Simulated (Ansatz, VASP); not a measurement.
KF in VASP and in Ansatz

```
K F
1.0
     0.00000    2.65441    2.65441
     2.65441    0.00000    2.65441
     2.65441    2.65441    0.00000
K F
1 1
Direct
  0.00000 0.00000 0.00000
  0.50000 0.50000 0.50000
```

Alike in both runs: task single point; functional revPBE; k mesh 4 × 4 × 4; occupations gaussian, width 0.1 eV; collinear spin.

|  | VASP | Ansatz |
| --- | --- | --- |
| version | VASP 6.6.1 | Ansatz 0.2.0 |
| potentials or method | VASP PAW PBE potentials, release 64 (K_sv, F) | scalar-relativistic, plane waves, norm-conserving potentials |
| plane-wave cutoff (eV) | 600 | 1320 |
| valence electrons in the cell | 16 | 16 |

Ansatz gave:

- gap on the k mesh at the Fermi level (eV): 6.59
- least direct gap on the mesh (eV): 6.59
- pressure (GPa): 4.3
- net moment per atom (μB): 0.00

Question: Which values does VASP return?

Answer: gap on the k mesh at the Fermi level (eV): 6.58; least direct gap on the mesh (eV): 6.58; pressure (GPa): 4.3; net moment per atom (μB): 0.00.

VASP's potentials were made for PBE, not for revPBE. Ansatz's warnings: seeded moment not kept.

The k mesh is coarse, so the values compare programs but aren't converged.
